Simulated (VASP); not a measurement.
Input of a VASP 6.6.1 run:

File INCAR:

```
SYSTEM = AlNi
  PREC = Accurate
  ENCUT = 520
  EDIFF = 1E-7
  ISMEAR = 0
  SIGMA = 0.15
  LREAL = .FALSE.
  LASPH = .TRUE.
  NELM = 60
  ALGO = Fast
  ISIF = 2
  LWAVE = .FALSE.
  LCHARG = .FALSE.
  GGA = PS
  NBANDS = 14
```

Contents of KPOINTS:

```
Automatic mesh
0
G
  16 16 16
  0 0 0
```

The input POSCAR:

```
AlNi
1.0
    1.9538327071     -1.9537807868      0.0000000000
    1.9538327071      1.9537807868      0.0000000000
    0.0000000000      0.0000000000      2.9454000000
Al Ni
1 1
Direct
    0.0000000000      0.0000000000      0.0000000000
    0.5000000000      0.5000000000      0.5000000000
```

Potentials or basis: VASP PAW PBE potentials, release 64 (Al, Ni).

Launch:

```sh
$ cat potpaw_PBE.64/Al/POTCAR potpaw_PBE.64/Ni/POTCAR > POTCAR
$ mpirun -np 1 vasp_std > vasp.out
```

**Question.** Predict the pressure.

**Answer.** 8.3 GPa.

Stress tensor (GPa, compression positive):
```
9.88 0.00 0.00
0.00 9.89 0.00
0.00 0.00 5.00
```

Caveat: the PAW data sets were made with another functional, which shifts forces and pressure a little. Spin polarisation is off, so any magnetic state and its effect on volume and gap are missing.
